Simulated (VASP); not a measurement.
Crystal: Si3N4.

```xyz
14
Lattice="0.0000 3.8937 3.8937 3.8937 0.0000 3.8937 3.8937 3.8937 0.0000" Properties=species:S:1:pos:R:3 pbc="T T T"
Si    2.9203    2.9203    4.8671
Si    2.9203    4.8671    2.9203
Si    4.8671    2.9203    2.9203
Si    4.8671    4.8671    4.8671
Si    1.9469    1.9469    1.9469
Si    0.0000    0.0000    0.0000
N     6.7561    6.7561    6.7561
N     2.9782    4.8092    4.8092
N     4.8092    4.8092    2.9782
N     4.8092    2.9782    4.8092
N     4.9251    4.9251    6.7561
N     4.9251    6.7561    4.9251
N     2.9782    2.9782    2.9782
N     6.7561    4.9251    4.9251
```

* Program: VASP 6.6.1
* Task: relaxation of cell and atoms
* Functional: PBEsol
* Potentials or basis: VASP PAW PBE potentials, release 64 (Si, N)
* Cutoff: 600 eV
* k mesh: 6 × 6 × 6
* Occupations: gaussian, width 0.02 eV
* Spin: no spin polarisation

At the start: pressure -4.9 GPa; volume 8.43 Å³/atom.

**Question.** Where does the relaxation end?

**Answer.** Over 9 steps the energy falls by 2.1 meV/atom and the volume is 8.30 Å³/atom (-1.6 %); space group Fd-3m (No. 227, to 0.1 Å) before and after.

The path:
```
step  energy change (eV)  largest force (eV/Å)  pressure (GPa)  volume (Å³)
   1              0.0000                0.0597           -4.90       118.07
   2              0.0250                0.2156            7.02       113.71
   3             -0.0296                0.0528           -0.06       116.19
   4             -0.0296                0.0552            0.04       116.16
   5             -0.0296                0.0525            0.13       116.09
   6             -0.0298                0.0023            0.08       116.12
   7             -0.0298                0.0006            0.08       116.12
   8             -0.0298                0.0032           -0.07       116.18
   9             -0.0299                0.0016            0.00       116.15
```

Final structure:
```
Si N
1.0
     0.00000    3.87255    3.87255
     3.87255    0.00000    3.87255
     3.87255    3.87255    0.00000
Si N
6 8
Direct
  0.62500 0.62500 0.12500
  0.62500 0.12500 0.62500
  0.12500 0.62500 0.62500
  0.62500 0.62500 0.62500
  0.25000 0.25000 0.25000
  0.00000 0.00000 0.00000
  0.86756 0.86756 0.86756
  0.85269 0.38244 0.38244
  0.38244 0.38244 0.85269
  0.38244 0.85269 0.38244
  0.86756 0.86756 0.39731
  0.86756 0.39731 0.86756
  0.38244 0.38244 0.38244
  0.39731 0.86756 0.86756
```

Caveat: the PAW data sets were made with another functional, which shifts forces and pressure a little.
